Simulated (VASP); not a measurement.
The system is PbS (rocksalt type).

```
Pb S
1.0
     0.00000    2.69344    2.69344
     2.69344    0.00000    2.69344
     2.69344    2.69344    0.00000
Pb S
1 1
Direct
  0.00000 0.00000 0.00000
  0.50000 0.50000 0.50000
```

- Program: VASP 6.6.1
- Task: relaxation of cell and atoms
- Functional: LDA
- Potentials or basis: VASP PAW LDA potentials, release 64 (Pb_d, S)
- Cutoff: 500 eV
- k mesh: 12 × 12 × 12
- Occupations: fermi-dirac, width 0.08 eV
- Spin: no spin polarisation

At the start: pressure 26.7 GPa; volume 19.54 Å³/atom.

Q: Where does the relaxation end?

A: Over 19 steps the energy falls by 369.2 meV/atom and the volume is 25.02 Å³/atom (+28.1 %); space group Fm-3m (No. 225, to 0.05 Å).

Step by step:
```csv
step,energy change (eV),largest force (eV/Å),pressure (GPa),volume (Å³)
1,0.0000,0.0000,26.70,39.08
2,-0.4162,0.0000,-8.31,60.54
3,-0.7383,0.0000,-0.15,50.14
4,-0.7383,0.0000,0.15,49.90
5,-0.7383,0.0000,0.16,49.90
6,-0.7383,0.0000,0.15,49.90
7,-0.7383,0.0000,0.15,49.90
8,-0.7383,0.0000,0.15,49.90
9,-0.7383,0.0000,0.15,49.90
10,-0.7383,0.0000,0.15,49.90
11,-0.7383,0.0000,0.15,49.90
12,-0.7383,0.0000,0.15,49.90
13,-0.7383,0.0000,0.15,49.90
14,-0.7383,0.0000,0.15,49.90
15,-0.7383,0.0000,0.14,49.91
16,-0.7383,0.0000,0.13,49.92
17,-0.7383,0.0000,0.12,49.94
18,-0.7383,0.0000,0.06,49.97
19,-0.7383,0.0000,-0.03,50.04
```

Final structure:
```
Pb S
1.0
     0.00000    2.92487    2.92487
     2.92487    0.00000    2.92487
     2.92487    2.92487    0.00000
Pb S
1 1
Cartesian
  5.8497 2.9249 2.9249
  2.9249 2.9249 2.9249
```

Caveat: the volume moved by over 15 % at a fixed basis, so the end points are rough.
